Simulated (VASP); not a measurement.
# SrAl2 (Fd-3m) in VASP: single point with LDA

Aim: the single point of SrAl2 with LDA.

Everything below comes from runs of VASP 6.6.1. Logs are shortened: lines on timing, memory, paths and dates and some standing lists are left out, and cuts for length are marked.

### Step 1. The cell of the first run

Symmetry: Fd-3m, No. 227, cubic system. The conventional cell has a = 8.257 Å, b = 8.257 Å, c = 8.257 Å, α = 90.00°, β = 90.00°, γ = 90.00°. Sr (site symmetry -43m) has 12 Al at 3.42 Å and 4 Sr at 3.58 Å within 4.5 Å. Al (site symmetry -3m) has 6 Al at 2.92 Å and 6 Sr at 3.42 Å within 3.8 Å.

### Step 2. Single point, LDA

Contents of INCAR:

```
SYSTEM = SrAl2
  PREC = Accurate
  ENCUT = 520
  EDIFF = 1E-6
  ISMEAR = -1
  SIGMA = 0.1
  LREAL = .False.
  LASPH = .True.
  NELM = 60
  ALGO = Normal
  ISIF = 2
  LWAVE = .False.
  LCHARG = .False.
  GGA = CA
  NBANDS = 25
```

Contents of KPOINTS:

```
regular mesh
0
Gamma
  5 5 5
  0 0 0
```

Contents of POSCAR:

```
SrAl2
1.0
    0.0000000000      4.1287470000      4.1287470000
    4.1287470000      0.0000000000      4.1287470000
    4.1287470000      4.1287470000      0.0000000000
Sr Al
2 4
Direct
    0.0000000000      0.0000000000      0.0000000000
    0.2500000000      0.2500000000      0.2500000000
    0.6250000000      0.6250000000      0.6250000000
    0.1250000000      0.6250000000      0.6250000000
    0.6250000000      0.1250000000      0.6250000000
    0.6250000000      0.6250000000      0.1250000000
```

Potentials or basis: VASP PAW LDA potentials, release 64 (Sr_sv, Al).

Started as:

```bash
> cat potpaw_LDA.64/Sr_sv/POTCAR potpaw_LDA.64/Al/POTCAR > POTCAR
> mpirun -np 1 vasp_std > vasp.out
```

OUTCAR:

```text
SYSTEM = SrAl2
   PREC = Accurate
   ENCUT = 520
   EDIFF = 1E-6
   ISMEAR = -1
   LREAL = .False.
   LASPH = .True.
   NELM = 60
   ISIF = 2
   GGA = CA

 ion  position               nearest neighbor table
   1  0.000  0.000  0.000-   4 3.42   5 3.42   6 3.42   3 3.42   4 3.42   6 3.42   3 3.42   4 3.42
                             5 3.42   3 3.42   5 3.42   6 3.42   2 3.58   2 3.58   2 3.58   2 3.58
   2  0.250  0.250  0.250-   4 3.42   5 3.42   6 3.42   3 3.42   4 3.42   5 3.42   3 3.42   4 3.42
                             6 3.42   3 3.42   5 3.42   6 3.42   1 3.58   1 3.58   1 3.58   1 3.58
   3  0.625  0.625  0.625-   4 2.92   5 2.92   6 2.92   6 2.92   5 2.92   4 2.92   1 3.42   2 3.42
                             1 3.42   2 3.42   1 3.42   2 3.42
   4  0.125  0.625  0.625-   3 2.92   6 2.92   5 2.92   3 2.92   5 2.92   6 2.92   1 3.42   2 3.42
                             2 3.42   1 3.42   2 3.42   1 3.42
   5  0.625  0.125  0.625-   3 2.92   6 2.92   3 2.92   4 2.92   6 2.92   4 2.92   1 3.42   2 3.42
                             1 3.42   2 3.42   1 3.42   2 3.42
   6  0.625  0.625  0.125-   3 2.92   3 2.92   4 2.92   5 2.92   5 2.92   4 2.92   1 3.42   2 3.42
                             1 3.42   2 3.42   1 3.42   2 3.42

  LATTYP: Found a face centered cubic cell.
 ALAT       =     8.2574940000

  Lattice vectors:

 A1 = (   0.0000000000,   4.1287470000,   4.1287470000)
 A2 = (   4.1287470000,   0.0000000000,   4.1287470000)
 A3 = (   4.1287470000,   4.1287470000,   0.0000000000)

Analysis of symmetry for initial positions (statically):
=====================================================================
 Subroutine PRICEL returns:
 Original cell was already a primitive cell.

 Routine SETGRP: Setting up the symmetry group for a
 face centered cubic supercell.

 Subroutine GETGRP returns: Found 48 space group operations
 (whereof 24 operations were pure point group operations)
 out of a pool of 48 trial point group operations.

The static configuration has the point symmetry T_d .
 The point group associated with its full space group is O_h .

Analysis of symmetry for dynamics (positions and initial velocities):
=====================================================================
 Subroutine PRICEL returns:
 Original cell was already a primitive cell.

 Routine SETGRP: Setting up the symmetry group for a
 face centered cubic supercell.

 Subroutine GETGRP returns: Found 48 space group operations
 (whereof 24 operations were pure point group operations)
 out of a pool of 48 trial point group operations.

The dynamic configuration has the point symmetry T_d .
 The point group associated with its full space group is O_h .

 Subroutine INISYM returns: Found 48 space group operations
 (whereof 24 operations are pure point group operations),
 and found     1 'primitive' translations

----------------------------------------------------------------------------------------

                                     Primitive cell

  volume of cell :     140.7618

  direct lattice vectors                    reciprocal lattice vectors
     0.000000000  4.128747000  4.128747000    -0.121102116  0.121102116  0.121102116
     4.128747000  0.000000000  4.128747000     0.121102116 -0.121102116  0.121102116
     4.128747000  4.128747000  0.000000000     0.121102116  0.121102116 -0.121102116

  length of vectors
     5.838930003  5.838930003  5.838930003     0.209755019  0.209755019  0.209755019

  position of ions in fractional coordinates (direct lattice)
     0.000000000  0.000000000  0.000000000
     0.250000000  0.250000000  0.250000000
     0.625000000  0.625000000  0.625000000
     0.125000000  0.625000000  0.625000000
     0.625000000  0.125000000  0.625000000
     0.625000000  0.625000000  0.125000000

  ion indices of the primitive-cell ions
   primitive index   ion index
                 1           1
                 2           2
                 3           3
                 4           4
                 5           5
                 6           6

----------------------------------------------------------------------------------------

 KPOINTS: regular mesh

Automatic generation of k-mesh.
 Grid dimensions read from file:
 generate k-points for:    5    5    5

 Generating k-lattice:

  Cartesian coordinates                     Fractional coordinates (reciprocal lattice)
    -0.024220423  0.024220423  0.024220423     0.200000000  0.000000000  0.000000000
     0.024220423 -0.024220423  0.024220423     0.000000000  0.200000000  0.000000000
     0.024220423  0.024220423 -0.024220423     0.000000000  0.000000000  0.200000000

  Length of vectors
     0.041951004  0.041951004  0.041951004

  Shift w.r.t. Gamma in fractional coordinates (k-lattice)
     0.000000000  0.000000000  0.000000000

 Subroutine IBZKPT returns following result:
 ===========================================

 Found     10 irreducible k-points:

 Following reciprocal coordinates:
            Coordinates               Weight
  0.000000  0.000000  0.000000      1.000000
  0.200000  0.000000  0.000000      8.000000
  0.400000  0.000000  0.000000      8.000000
  0.200000  0.200000  0.000000      6.000000
  0.400000  0.200000  0.000000     24.000000
 -0.400000  0.200000  0.000000     24.000000
 -0.200000  0.200000  0.000000     12.000000
  0.400000  0.400000  0.000000      6.000000
 -0.400000  0.400000  0.000000     12.000000
 -0.400000  0.400000  0.200000     24.000000
   k-points           NKPTS =     10   k-points in BZ     NKDIM =     10   number of bands    NBANDS=     25
   number of dos      NEDOS =    301   number of ions     NIONS =      6
   total plane-waves  NPLWV = 110592
   dimension x,y,z NGX =    48 NGY =   48 NGZ =   48
   dimension x,y,z NGXF=    96 NGYF=   96 NGZF=   96
   ions per type =               2   4
   NGX,Y,Z   is equivalent  to a cutoff of  13.67, 13.67, 13.67 a.u.
   NGXF,Y,Z  is equivalent  to a cutoff of  27.33, 27.33, 27.33 a.u.
 SYSTEM =  SrAl2
   PREC   = accura    normal or accurate (medium, high low for compatibility)
   ISTART =      0    job   : 0-new  1-cont  2-samecut
   ICHARG =      2    charge: 1-file 2-atom 10-const
   ISPIN  =      1    spin polarized calculation?
   LNONCOLLINEAR =      F non collinear calculations
   LSORBIT =      F    spin-orbit coupling
   LASPH  =      T    aspherical Exc in radial PAW
   ENCUT  =  520.0 eV  38.22 Ry    6.18 a.u.  10.86 10.86 10.86*2*pi/ulx,y,z
   NELM   =     60;   NELMIN=  2; NELMDL= -5     # of ELM steps
   EDIFF  = 0.1E-05   stopping-criterion for ELM
   LREAL  =      F    real-space projection
   EDIFFG = 0.1E-04   stopping-criterion for IOM
   NSW    =      0    number of steps for IOM
   IBRION =     -1    ionic relax: 0-MD 1-quasi-New 2-CG
   NFREE  =      0    steps in history (QN), initial steepest desc. (CG)
   ISIF   =      2    stress and relaxation
   ISYM   =      2    0-nonsym 1-usesym 2-fastsym
   POTIM  = 0.5000    time-step for ionic-motion
   TEBEG  =    0.0;   TEEND  =   0.0 temperature during run
   PSTRESS=    0.0 pullay stress
   NELECT =      32.0000    total number of electrons
   NUPDOWN=      -1.0000    fix difference up-down
   EMIN   =  10.00;   EMAX   =-10.00  energy-range for DOS
   EFERMI =   0.00;   METHOD = LEGACY
   ISMEAR =    -1;   SIGMA  =   0.10  broadening in eV -4-tet -1-fermi 0-gaus
   EFERMI_NEDOS =   21; number of points for ismear=-14 and -15
   IALGO  =     38    algorithm
   IMIX   =      4    mixing-type and parameters
     AMIX     =   0.40;   BMIX     =  1.00
     AMIX_MAG =   1.60;   BMIX_MAG =  1.00
  volume/ion in A,a.u.               =      23.46       158.32
  Fermi-wavevector in a.u.,A,eV,Ry     =   0.999148  1.888116 13.582656  0.998297
  Thomas-Fermi vector in A             =   2.131419
   LORBIT       =      0    0 simple, 1 ext, 2 COOP (PROOUT), +10 PAW based schemes
   GGA     = CA    functional components
   LHFCALC =     F    Hartree Fock is set to
   AEXX    =    0.0000 exact exchange contribution
   IVDW    =     0    specifies the selected vdW correction
   LEPSILON=     F    determine dielectric tensor
   LRPA    =     F    only Hartree local field effects (RPA)
 non-spin polarized calculation
  energy-cutoff  :      520.00
  volume of cell :      140.76
 maximum number of plane-waves:      3816
 NGX is ok and might be reduce to    48
   NGX = 21   NGY = 21   NGZ = 21

 number of electron      32.0000000 magnetization

 Free energy of the ion-electron system (eV)
  ---------------------------------------------------
  ext. energy  EPLUGINS =         0.00000000
  ---------------------------------------------------
  free energy    TOTEN  =       -22.42714330 eV

  energy without entropy =      -22.32193759  energy(sigma->0) =      -22.37454045

 E-fermi :   4.7708     XC(G=0):  -9.6409

 val. band max:        4.7127347289   @ k =  -0.4000   0.2000   0.0000
 cond. band min:       4.8087943053   @ k =  -0.4000   0.4000   0.0000
 fundamental gap:      0.0960595764
 Fermi energy:         4.7708482626

 k-point     1 :       0.0000    0.0000    0.0000
  band No.  band energies     occupation
      1     -30.3632      2.00000
      2     -30.2660      2.00000
      3     -12.6761      2.00000
      4     -12.6761      2.00000
      5     -12.6761      2.00000
      6     -12.3906      2.00000
[... 17 lines left out ...]
     24       9.7393      0.00000
     25       9.7433      0.00000

 k-point     2 :       0.2000    0.0000    0.0000
  band No.  band energies     occupation
      1     -30.3564      2.00000
      2     -30.2728      2.00000
      3     -12.6921      2.00000
      4     -12.6921      2.00000
      5     -12.6854      2.00000
      6     -12.3910      2.00000
[... 17 lines left out ...]
     24       8.6225      0.00000
     25       9.8328      0.00000
[... 194 lines left out ...]
     24       8.3291      0.00000
     25       8.8412      0.00000

 k-point    10 :      -0.4000    0.4000    0.2000
  band No.  band energies     occupation
      1     -30.3267      2.00000
      2     -30.3025      2.00000
      3     -12.7715      2.00000
      4     -12.7520      2.00000
      5     -12.5913      2.00000
      6     -12.4922      2.00000
[... 17 lines left out ...]
     24       8.3241      0.00000
     25       8.7114      0.00000

------------------------ aborting loop because EDIFF is reached ----------------------------------------

  FORCE on cell =-STRESS in cart. coord.  units (eV):
  Direction    XX          YY          ZZ          XY          YZ          ZX
  --------------------------------------------------------------------------------------
  -------------------------------------------------------------------------------------
  Total       -2.2522503     -2.2522503     -2.2522503      0.0000000     -0.0000000      0.0000000
  in kB      -25.6355376    -25.6355376    -25.6355376      0.0000000     -0.0000000      0.0000000
  external PRESSURE =     -25.6355376 kB  Pullay stress =       0.0000000 kB

 VOLUME and BASIS-vectors are now :
 -----------------------------------------------------------------------------
  energy-cutoff  :      520.00
  volume of cell :      140.76
      direct lattice vectors                 reciprocal lattice vectors
     0.000000000  4.128747000  4.128747000    -0.121102116  0.121102116  0.121102116
     4.128747000  0.000000000  4.128747000     0.121102116 -0.121102116  0.121102116
     4.128747000  4.128747000  0.000000000     0.121102116  0.121102116 -0.121102116

 POSITION                                       TOTAL-FORCE (eV/Angst)
 -----------------------------------------------------------------------------------
      0.00000      0.00000      0.00000        -0.000000     -0.000000     -0.000000
      2.06437      2.06437      2.06437         0.000000      0.000000      0.000000
      5.16093      5.16093      5.16093        -0.000000      0.000000      0.000000
      5.16093      3.09656      3.09656        -0.000000      0.000000      0.000000
      3.09656      5.16093      3.09656        -0.000000      0.000000      0.000000
      3.09656      3.09656      5.16093        -0.000000      0.000000      0.000000
 -----------------------------------------------------------------------------------
    total drift:                               -0.000000      0.000000     -0.000000

  FREE ENERGIE OF THE ION-ELECTRON SYSTEM (eV)
  ---------------------------------------------------
  free  energy   TOTEN  =       -22.4271433037 eV

  energy  without entropy=      -22.3219375899  energy(sigma->0) =      -22.37454045
```

It took 42 s on 1 thread of AMD EPYC 7R13, shared host; peak memory 0.26 GiB.

What came out:

| Quantity | Value |
| --- | --- |
| Free energy | -22.4271 eV |
| Pressure | -2.6 GPa |
| Band gap on the k mesh | zero (band 16 reaches 5.26 eV, above the bottom of band 17 at 3.39 eV) |
